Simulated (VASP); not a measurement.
Write the native input for VASP 6.6.1 that does the following.

- Task: single point
- Functional: LDA
- Potentials or basis: VASP PAW LDA potentials, release 64 (Sn_d, O)
- Cutoff: 520 eV
- k mesh: 6 × 6 × 8
- Occupations: gaussian, width 0.05 eV
- Spin: no spin polarisation
- Dipole correction: no
- Further INCAR settings: ALGO = Normal; EDIFF = 1e-06; NBANDS = 35

The structure of SnO2 lies in POSCAR:

```
SnO2
1.0
    4.7207174017      0.0000000000      0.0000000000
    0.0000000000      4.7207174017      0.0000000000
    0.0000000000      0.0000000000      3.1887553105
Sn O
2 4
Direct
    0.0000000000      0.0000000000     -0.0395138503
    0.5000000000      0.5000000000      0.5395138503
    0.2523626180      0.3598504812      0.0229898081
    0.2476373820      0.8598504812      0.4770101919
    0.7476373820      0.6401495188      0.0229898081
    0.7523626180      0.1401495188      0.4770101919
```

This cell differs from its parent crystal: mode 4 frozen in at -0.359 Å and mode 5 at -0.126 Å (largest displacements).

The input as run:

INCAR

```
SYSTEM = SnO2
PREC = Accurate
ENCUT = 520
EDIFF = 1E-6
ISMEAR = 0
SIGMA = 0.05
LREAL = .False.
LASPH = .True.
NELM = 60
ALGO = Normal
ISIF = 2
LWAVE = .False.
LCHARG = .True.
GGA = CA
LELF = .True.
LVHAR = .True.
NBANDS = 35
```

KPOINTS

```
Automatic mesh
0
Gamma
  6 6 8
  0 0 0
```

Potentials or basis: VASP PAW LDA potentials, release 64 (Sn_d, O).

Command:

```sh
$ cat potpaw_LDA.64/Sn_d/POTCAR potpaw_LDA.64/O/POTCAR > POTCAR
$ mpirun -np 1 vasp_std > vasp.out
```

It gave:

* Pressure: -4.3 GPa
* Largest force: 1.064 eV/Å
* Band gap on the k mesh: 1.31 eV, indirect (least direct gap 1.40 eV)

Caveat: the cell differs from its parent crystal (mode 4 frozen in at -0.359 Å and mode 5 at -0.126 Å (largest displacements)); spin-orbit coupling is left out, which moves the levels of the heavy elements; forces of over 1 eV/Å act on the atoms, so gaps and moduli don't describe the material at rest.

Wall time 6.9 min on 1 thread of AMD EPYC 7R13, with other jobs on the host, peak memory 0.23 GiB.
